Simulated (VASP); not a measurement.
# LiOs3 (Pm-3m) in VASP: a series of runs

LiOs3 is run at these levels: PBE; tasks: single point, relaxation of cell and atoms.

Everything below comes from runs of VASP 6.6.1. Logs are shortened: lines on timing, memory, paths and dates and some standing lists are left out, and cuts for length are marked.

## (1) The cell of the first run

It takes space group Pm-3m (No. 221, cubic). The conventional cell has a = 3.798 Å, b = 3.798 Å, c = 3.798 Å, α = 90.00°, β = 90.00°, γ = 90.00°. Within 3.5 Å of Li (site symmetry m-3m) lie 12 Os at 2.69 Å. Within 3.5 Å of Os (site symmetry 4/mmm) lie 4 Li at 2.69 Å and 8 Os at 2.69 Å.

## (2) Single point, PBE

The input, INCAR:

```
ALGO = Normal ; EDIFF = 1E-6
ENCUT = 520 ; GGA = PE
ISIF = 2 ; ISMEAR = 0
LASPH = True ; LCHARG = True
LELF = True ; LREAL = False
LVHAR = True ; LWAVE = False
NBANDS = 22 ; NELM = 80
PREC = Accurate ; SIGMA = 0.1
```

The input, KPOINTS:

```
k-points
0
Gamma
  12 12 12
```

The input, POSCAR:

```
LiOs3
1.0
    3.7977256096      0.0000000000      0.0000000000
    0.0000000000      3.7977256096      0.0000000000
    0.0000000000      0.0000000000      3.7977256096
Li Os
1 3
Direct
    0.0000000000      0.0000000000      0.0000000000
    0.0000000000      0.5000000000      0.5000000000
    0.5000000000      0.0000000000      0.5000000000
    0.5000000000      0.5000000000      0.0000000000
```

Potentials or basis: VASP PAW PBE potentials, release 64 (Li_sv, Os).

On the command line:

```bash
cat potpaw_PBE.64/Li_sv/POTCAR potpaw_PBE.64/Os/POTCAR > POTCAR
mpirun -np 1 vasp_std > vasp.out
```

OUTCAR:

```text
EDIFF = 1E-6
   ENCUT = 520
   GGA = PE
   ISIF = 2
   ISMEAR = 0
   LASPH = True
   LREAL = False
   NELM = 80
   PREC = Accurate

 ion  position               nearest neighbor table
   1  0.000  0.000  0.000-   2 2.69   3 2.69   4 2.69   2 2.69   3 2.69   2 2.69   4 2.69   2 2.69
                             3 2.69   4 2.69   3 2.69   4 2.69
   2  0.000  0.500  0.500-   1 2.69   3 2.69   4 2.69   1 2.69   4 2.69   1 2.69   3 2.69   1 2.69
                             3 2.69   4 2.69   4 2.69   3 2.69
   3  0.500  0.000  0.500-   1 2.69   2 2.69   4 2.69   1 2.69   4 2.69   2 2.69   4 2.69   4 2.69
                             1 2.69   2 2.69   1 2.69   2 2.69
   4  0.500  0.500  0.000-   1 2.69   2 2.69   3 2.69   2 2.69   3 2.69   1 2.69   3 2.69   3 2.69
                             1 2.69   2 2.69   2 2.69   1 2.69

  LATTYP: Found a simple cubic cell.
 ALAT       =     3.7977256096

  Lattice vectors:

 A1 = (   3.7977256096,   0.0000000000,   0.0000000000)
 A2 = (   0.0000000000,   3.7977256096,   0.0000000000)
 A3 = (   0.0000000000,   0.0000000000,   3.7977256096)

Analysis of symmetry for initial positions (statically):
=====================================================================
 Subroutine PRICEL returns:
 Original cell was already a primitive cell.

 Routine SETGRP: Setting up the symmetry group for a
 simple cubic supercell.

 Subroutine GETGRP returns: Found 48 space group operations
 (whereof 48 operations were pure point group operations)
 out of a pool of 48 trial point group operations.

The static configuration has the point symmetry O_h .

Analysis of symmetry for dynamics (positions and initial velocities):
=====================================================================
 Subroutine PRICEL returns:
 Original cell was already a primitive cell.

 Routine SETGRP: Setting up the symmetry group for a
 simple cubic supercell.

 Subroutine GETGRP returns: Found 48 space group operations
 (whereof 48 operations were pure point group operations)
 out of a pool of 48 trial point group operations.

The dynamic configuration has the point symmetry O_h .

 Subroutine INISYM returns: Found 48 space group operations
 (whereof 48 operations are pure point group operations),
 and found     1 'primitive' translations

----------------------------------------------------------------------------------------

                                     Primitive cell

  volume of cell :      54.7735

  direct lattice vectors                    reciprocal lattice vectors
     3.797725610  0.000000000  0.000000000     0.263315495  0.000000000  0.000000000
     0.000000000  3.797725610  0.000000000     0.000000000  0.263315495  0.000000000
     0.000000000  0.000000000  3.797725610     0.000000000  0.000000000  0.263315495

  length of vectors
     3.797725610  3.797725610  3.797725610     0.263315495  0.263315495  0.263315495

  position of ions in fractional coordinates (direct lattice)
     0.000000000  0.000000000  0.000000000
     0.000000000  0.500000000  0.500000000
     0.500000000  0.000000000  0.500000000
     0.500000000  0.500000000  0.000000000

  ion indices of the primitive-cell ions
   primitive index   ion index
                 1           1
                 2           2
                 3           3
                 4           4

----------------------------------------------------------------------------------------

 KPOINTS: k-points

Automatic generation of k-mesh.
 Grid dimensions read from file:
 generate k-points for:   12   12   12

 Generating k-lattice:

  Cartesian coordinates                     Fractional coordinates (reciprocal lattice)
     0.021942958  0.000000000  0.000000000     0.083333333  0.000000000  0.000000000
     0.000000000  0.021942958  0.000000000     0.000000000  0.083333333  0.000000000
     0.000000000  0.000000000  0.021942958     0.000000000  0.000000000  0.083333333

  Length of vectors
     0.021942958  0.021942958  0.021942958

  Shift w.r.t. Gamma in fractional coordinates (k-lattice)
     0.000000000  0.000000000  0.000000000

 Subroutine IBZKPT returns following result:
 ===========================================

 Found     84 irreducible k-points:

 Following reciprocal coordinates:
            Coordinates               Weight
  0.000000  0.000000  0.000000      1.000000
  0.083333  0.000000  0.000000      6.000000
  0.166667  0.000000  0.000000      6.000000
  0.250000  0.000000  0.000000      6.000000
  0.333333  0.000000  0.000000      6.000000
  0.416667  0.000000  0.000000      6.000000
[... 16 lines left out ...]
  0.333333  0.333333  0.000000     12.000000
  0.416667  0.333333  0.000000     24.000000
 [... further k-points ...]
   k-points           NKPTS =     84   k-points in BZ     NKDIM =     84   number of bands    NBANDS=     22
   number of dos      NEDOS =    301   number of ions     NIONS =      4
   total plane-waves  NPLWV =  21952
   dimension x,y,z NGX =    28 NGY =   28 NGZ =   28
   dimension x,y,z NGXF=    56 NGYF=   56 NGZF=   56
   ions per type =               1   3
   NGX,Y,Z   is equivalent  to a cutoff of  12.26, 12.26, 12.26 a.u.
   NGXF,Y,Z  is equivalent  to a cutoff of  24.51, 24.51, 24.51 a.u.
 SYSTEM =  unknown system
   PREC   = accura    normal or accurate (medium, high low for compatibility)
   ISTART =      0    job   : 0-new  1-cont  2-samecut
   ICHARG =      2    charge: 1-file 2-atom 10-const
   ISPIN  =      1    spin polarized calculation?
   LNONCOLLINEAR =      F non collinear calculations
   LSORBIT =      F    spin-orbit coupling
   LASPH  =      T    aspherical Exc in radial PAW
   ENCUT  =  520.0 eV  38.22 Ry    6.18 a.u.   7.06  7.06  7.06*2*pi/ulx,y,z
   NELM   =     80;   NELMIN=  2; NELMDL= -5     # of ELM steps
   EDIFF  = 0.1E-05   stopping-criterion for ELM
   LREAL  =      F    real-space projection
   EDIFFG = 0.1E-04   stopping-criterion for IOM
   NSW    =      0    number of steps for IOM
   IBRION =     -1    ionic relax: 0-MD 1-quasi-New 2-CG
   NFREE  =      0    steps in history (QN), initial steepest desc. (CG)
   ISIF   =      2    stress and relaxation
   ISYM   =      2    0-nonsym 1-usesym 2-fastsym
   POTIM  = 0.5000    time-step for ionic-motion
   TEBEG  =    0.0;   TEEND  =   0.0 temperature during run
   PSTRESS=    0.0 pullay stress
   NELECT =      27.0000    total number of electrons
   NUPDOWN=      -1.0000    fix difference up-down
   EMIN   =  10.00;   EMAX   =-10.00  energy-range for DOS
   EFERMI =   0.00;   METHOD = LEGACY
   ISMEAR =     0;   SIGMA  =   0.10  broadening in eV -4-tet -1-fermi 0-gaus
   EFERMI_NEDOS =   21; number of points for ismear=-14 and -15
   IALGO  =     38    algorithm
   IMIX   =      4    mixing-type and parameters
     AMIX     =   0.40;   BMIX     =  1.00
     AMIX_MAG =   1.60;   BMIX_MAG =  1.00
  volume/ion in A,a.u.               =      13.69        92.41
  Fermi-wavevector in a.u.,A,eV,Ry     =   1.293220  2.443832 22.754637  1.672419
  Thomas-Fermi vector in A             =   2.424879
   LORBIT       =      0    0 simple, 1 ext, 2 COOP (PROOUT), +10 PAW based schemes
   GGA     = PE    functional components
   LHFCALC =     F    Hartree Fock is set to
   AEXX    =    0.0000 exact exchange contribution
   IVDW    =     0    specifies the selected vdW correction
   LEPSILON=     F    determine dielectric tensor
   LRPA    =     F    only Hartree local field effects (RPA)
 non-spin polarized calculation
 Gauss-broadening in eV      SIGMA  =   0.10
  energy-cutoff  :      520.00
  volume of cell :       54.77
 maximum number of plane-waves:      1498
   NGX = 15   NGY = 15   NGZ = 15

 number of electron      26.9999996 magnetization

 Free energy of the ion-electron system (eV)
  ---------------------------------------------------
  ext. energy  EPLUGINS =         0.00000000
  ---------------------------------------------------
  free energy    TOTEN  =       -33.65149720 eV

  energy without entropy =      -33.63038649  energy(sigma->0) =      -33.64094184

 E-fermi :   7.2371     XC(G=0): -12.8295

 val. band max:        7.2366858152   @ k =   0.5000   0.4167   0.1667
 cond. band min:       7.2374470510   @ k =   0.3333   0.0833   0.0833
 fundamental gap:      0.0007612358
 Fermi energy:         7.2371150094

 k-point     1 :       0.0000    0.0000    0.0000
  band No.  band energies     occupation
      1     -37.2430      2.00000
      2      -2.2352      2.00000
      3       0.5073      2.00000
      4       1.8012      2.00000
      5       1.8012      2.00000
      6       1.8012      2.00000
[... 14 lines left out ...]
     21      18.1575      0.00000
     22      18.1575      0.00000

 k-point     2 :       0.0833    0.0000    0.0000
  band No.  band energies     occupation
      1     -37.2429      2.00000
      2      -2.1376      2.00000
      3       0.5765      2.00000
      4       1.8291      2.00000
      5       1.8661      2.00000
      6       1.8661      2.00000
[... 14 lines left out ...]
     21      17.4840      0.00000
     22      18.3051      0.00000

 k-point     3 :       0.1667    0.0000    0.0000
  band No.  band energies     occupation
      1     -37.2426      2.00000
      2      -1.8539      2.00000
      3       0.7741      2.00000
      4       1.9083      2.00000
      5       2.0578      2.00000
      6       2.0578      2.00000
[... 14 lines left out ...]
     21      17.0714      0.00000
     22      18.5549      0.00000
[... 476 lines left out ...]
 k-point    23 :       0.3333    0.3333    0.0000
  band No.  band energies     occupation
      1     -37.2411      2.00000
      2       0.2909      2.00000
      3       2.4152      2.00000
      4       2.4324      2.00000
      5       2.6331      2.00000
      6       2.9745      2.00000
[... 14 lines left out ...]
     21      16.3771      0.00000
     22      18.8817      0.00000

 k-point    24 :       0.4167    0.3333    0.0000
  band No.  band energies     occupation
      1     -37.2409      2.00000
      2       0.7851      2.00000
      3       2.1651      2.00000
      4       2.7110      2.00000
      5       2.8562      2.00000
      6       3.2352      2.00000
[... 14 lines left out ...]
     21      17.2931      0.00000
     22      18.9131      0.00000

 [... further k-points ...]

------------------------ aborting loop because EDIFF is reached ----------------------------------------

  FORCE on cell =-STRESS in cart. coord.  units (eV):
  Direction    XX          YY          ZZ          XY          YZ          ZX
  --------------------------------------------------------------------------------------
  -------------------------------------------------------------------------------------
  Total       -0.0415470     -0.0415470     -0.0415470      0.0000000     -0.0000000      0.0000000
  in kB       -1.2152895     -1.2152895     -1.2152895      0.0000000     -0.0000000      0.0000000
  external PRESSURE =      -1.2152895 kB  Pullay stress =       0.0000000 kB

 VOLUME and BASIS-vectors are now :
 -----------------------------------------------------------------------------
  energy-cutoff  :      520.00
  volume of cell :       54.77
      direct lattice vectors                 reciprocal lattice vectors
     3.797725610  0.000000000  0.000000000     0.263315495  0.000000000  0.000000000
     0.000000000  3.797725610  0.000000000     0.000000000  0.263315495  0.000000000
     0.000000000  0.000000000  3.797725610     0.000000000  0.000000000  0.263315495

 POSITION                                       TOTAL-FORCE (eV/Angst)
 -----------------------------------------------------------------------------------
      0.00000      0.00000      0.00000         0.000000      0.000000      0.000000
      0.00000      1.89886      1.89886         0.000000      0.000000      0.000000
      1.89886      0.00000      1.89886         0.000000      0.000000      0.000000
      1.89886      1.89886      0.00000         0.000000      0.000000      0.000000
 -----------------------------------------------------------------------------------
    total drift:                                0.000000      0.000000      0.000000

  FREE ENERGIE OF THE ION-ELECTRON SYSTEM (eV)
  ---------------------------------------------------
  free  energy   TOTEN  =       -33.6514971962 eV

  energy  without entropy=      -33.6303864878  energy(sigma->0) =      -33.64094184
```

It took 2 min on 1 thread of Intel Xeon 8259CL, shared host; peak memory 0.22 GiB.

What came out:

* Free energy: -33.6515 eV
* Band gap on the k mesh: zero (an odd number of electrons rules out a gap without spin polarisation)

Levels at points of the mesh, in eV from the Fermi level:
| k point | band 12 | band 13 | band 14 | band 15 | band 16 | band 17 |
| --- | --- | --- | --- | --- | --- | --- |
| (0.00, 0.00, 0.00) | 1.38 | 1.38 | 2.43 | 2.43 | 2.43 | 2.92 |
| (0.50, 0.00, 0.00) | -1.45 | -1.34 | -0.27 | -0.27 | -0.08 | 1.58 |
| (0.50, 0.50, 0.00) | -1.04 | -1.04 | -0.95 | -0.58 | 0.17 | 0.70 |
| (0.50, 0.50, 0.50) | -0.01 | -0.01 | -0.01 | 0.15 | 0.48 | 0.48 |

Caveat: the cutoff is under 1.25 times the usual one of these potentials, so pressure, stress and relaxed cells hold a basis-set (Pulay) error; spin-orbit coupling is left out, which moves the levels of the heavy elements.

## (3) Relaxation of cell and atoms, PBE

The input, INCAR:

```
PREC     = Accurate       # precision mode
ENCUT    = 600            # plane-wave cutoff, eV
EDIFF    = 1E-7           # SCF threshold, eV
ISMEAR   = 0              # smearing method
SIGMA    = 0.1            # smearing width, eV
LREAL    = F              # projectors in reciprocal space
LASPH    = T              # aspherical terms in the spheres
NELM     = 60             # most SCF steps
ALGO     = Normal         # electronic algorithm
ISIF     = 3              # what is computed and relaxed
LWAVE    = F              # write WAVECAR
LCHARG   = F              # write CHGCAR
GGA      = PE             # functional
IBRION   = 2              # ionic algorithm
NSW      = 100            # ionic steps
EDIFFG   = -0.01          # ionic threshold
```

The input, KPOINTS:

```
Automatic mesh
0
Gamma
  12 12 12
```

The input, POSCAR:

```
LiOs3
1.0
    3.7969760109      0.0000000000      0.0000000000
    0.0000000000      3.7969760109      0.0000000000
    0.0000000000      0.0000000000      3.7969760109
Li Os
1 3
Direct
    0.0000000000      0.0000000000      0.0000000000
    0.0000000000      0.5000000000      0.5000000000
    0.5000000000      0.0000000000      0.5000000000
    0.5000000000      0.5000000000      0.0000000000
```

Potentials or basis: VASP PAW PBE potentials, release 64 (Li_sv, Os).

On the command line:

```bash
cat potpaw_PBE.64/Li_sv/POTCAR potpaw_PBE.64/Os/POTCAR > POTCAR
mpirun -np 1 vasp_std > vasp.out
```

Run time: 2.3 min. Hardware: 1 thread of Intel Xeon 8259CL, shared host; peak memory 0.23 GiB.

It converged, with:

* Free energy: -33.6541 eV
* Pressure after relaxing: 0.1 GPa
* Band gap on the k mesh: zero (an odd number of electrons rules out a gap without spin polarisation)

Final structure:
```cif
data_structure
_symmetry_space_group_name_H-M 'P 1'
_symmetry_Int_Tables_number 1
_cell_length_a 3.7970
_cell_length_b 3.7970
_cell_length_c 3.7970
_cell_angle_alpha 90.000
_cell_angle_beta 90.000
_cell_angle_gamma 90.000
_cell_volume 54.74
loop_
_atom_site_label
_atom_site_type_symbol
_atom_site_fract_x
_atom_site_fract_y
_atom_site_fract_z
_atom_site_occupancy
Li1 Li 0.00000 0.00000 0.00000 1
Os1 Os 0.00000 0.50000 0.50000 1
Os2 Os 0.50000 0.00000 0.50000 1
Os3 Os 0.50000 0.50000 0.00000 1
```

Levels at points of the mesh, in eV from the Fermi level:
```tsv
k point	band 10	band 11	band 12	band 13	band 14	band 15	band 16	band 17
(0.00, 0.00, 0.00)	-0.48	-0.48	1.38	1.38	2.43	2.43	2.43	2.92
(0.50, 0.00, 0.00)	-2.48	-1.63	-1.45	-1.34	-0.27	-0.27	-0.08	1.58
(0.50, 0.50, 0.00)	-2.31	-2.31	-1.05	-1.05	-0.95	-0.58	0.17	0.70
(0.50, 0.50, 0.50)	-0.83	-0.83	-0.01	-0.01	-0.01	0.14	0.48	0.48
```

Caveat: the cutoff is under 1.25 times the usual one of these potentials, so pressure, stress and relaxed cells hold a basis-set (Pulay) error; the relaxation stopped at its first step, so nothing moved; spin-orbit coupling is left out, which moves the levels of the heavy elements.
